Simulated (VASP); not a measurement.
Write the native input for VASP 6.6.1 that does the following.

- Task: single point
- Functional: PBE
- Potentials or basis: VASP PAW PBE potentials, release 64 (Ga_d, Se)
- Cutoff: 520 eV
- k mesh: 10 × 10 × 10
- Occupations: gaussian, width 0.1 eV
- Spin: no spin polarisation
- Dipole correction: no
- Further INCAR settings: ALGO = Normal; EDIFF = 1e-06; NBANDS = 30

The structure of Ga3Se lies in POSCAR:

```
Ga3Se
1.0
    4.4324650000      0.0000000000      0.0000000000
    0.0000000000      4.4324650000      0.0000000000
    0.0000000000      0.0000000000      4.4324650000
Ga Se
3 1
Direct
    0.0000000000      0.5000000000      0.5000000000
    0.5000000000      0.0000000000      0.5000000000
    0.5000000000      0.5000000000      0.0000000000
    0.0000000000      0.0000000000      0.0000000000
```

These files were run (other wordings do the same):

INCAR

```
  PREC = Accurate
  ENCUT = 520
  EDIFF = 1E-6
  ISMEAR = 0
  SIGMA = 0.1
  LREAL = False
  LASPH = True
  NELM = 80
  ALGO = Normal
  ISIF = 2
  LWAVE = False
  LCHARG = False
  GGA = PE
  NBANDS = 30
```

KPOINTS

```
regular mesh
0
Gamma
  10 10 10
```

Potentials or basis: VASP PAW PBE potentials, release 64 (Ga_d, Se).

Run with:

```console
$ cat potpaw_PBE.64/Ga_d/POTCAR potpaw_PBE.64/Se/POTCAR > POTCAR
$ mpirun -np 1 vasp_std > vasp.out
```

It gave:

```json
{
  "Pressure": "-0.5 GPa",
  "Band gap on the k mesh": "zero (an odd number of electrons rules out a gap without spin polarisation)"
}
```

It took 49 s on 1 thread of Intel(R) Xeon(R) 6975P-C (Granite Rapids), with other jobs on the host, peak memory 0.28 GiB.
